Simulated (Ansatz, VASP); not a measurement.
**One calculation of Li, two programs**

```
Li
1.0
    -1.75465    1.75465    1.75465
     1.75465   -1.75465    1.75465
     1.75465    1.75465   -1.75465
Li
1
Cartesian
  0.0000 0.0000 0.0000
```

Alike in both runs: task relaxation of cell and atoms; functional r2SCAN; k mesh 16 × 16 × 16; occupations gaussian, width 0.1 eV; no spin polarisation.

```csv
,VASP,Ansatz
version,VASP 6.6.1,Ansatz 0.2.0
potentials or method,"VASP PAW PBE potentials, release 64 (Li_sv), cutoff 600 eV","scalar-relativistic, plane waves, PAW"
valence electrons in the cell,3,3
```

```tsv
	VASP	Ansatz	Ansatz less VASP
gap on the k mesh at the Fermi level, each at its own relaxed structure (eV)	none	none	-
relaxed volume (Å³/atom)	20.56	21.01	+0.447
relaxed length of the cell vector where the two differ most in proportion (Å)	2.989	3.011	+0.0215
```

VASP's potentials were made for PBE, not for r2SCAN. A gap of «none» marks a metal or a gap that the smearing closes.

Noted on VASP's run: the cutoff is under 1.25 times that of the potentials, so the pressure is a little rough.
